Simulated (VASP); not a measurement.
Here is a VASP 6.6.1 calculation.

File INCAR:

```
SYSTEM = TaN
  PREC = Accurate
  ENCUT = 700
  EDIFF = 1E-6
  ISMEAR = 0
  SIGMA = 0.05
  LREAL = .FALSE.
  LASPH = .TRUE.
  NELM = 120
  ALGO = Normal
  ISIF = 2
  LWAVE = .FALSE.
  LCHARG = .FALSE.
  GGA = CA
  NBANDS = 36
  GGA_COMPAT = .FALSE.
```

Contents of KPOINTS:

```
Automatic mesh
0
G
  6 6 8
  0 0 0
```

The input POSCAR:

```
TaN
1.0
    5.1431850724      0.0000000000      0.0000000000
   -2.5715925362      4.4541289291      0.0000000000
    0.0000000000      0.0000000000      2.8814110359
Ta N
3 3
Direct
    0.3333333333      0.6666666667      0.5000000000
    0.6666666667      0.3333333333      0.5000000000
    0.0000000000      0.0000000000      0.0000000000
    0.3934389702      0.0000000000      0.0000000000
    0.6065610298      0.6065610298      0.0000000000
    0.0000000000      0.3934389702      0.0000000000
```

Potentials or basis: VASP PAW LDA potentials, release 64 (Ta_sv_GW, N).

Run with:

```sh
$ cat potpaw_LDA.64/Ta_sv_GW/POTCAR potpaw_LDA.64/N/POTCAR > POTCAR
$ mpirun -np 1 vasp_std > vasp.out
```

Estimate the pressure.

1.1 GPa.

Estimate the band gap on the k mesh.

zero (bands 27 and 28 overlap by 3.19 eV).

Forces on the atoms (eV/Å):
```
Ta   0.000  0.000  0.000
Ta   0.000  0.000  0.000
Ta   0.000  0.000  0.000
N    0.019  0.000  0.000
N   -0.009 -0.016  0.000
N   -0.009  0.016  0.000
```

Caveat: spin-orbit coupling is left out, which moves the levels of the heavy elements.
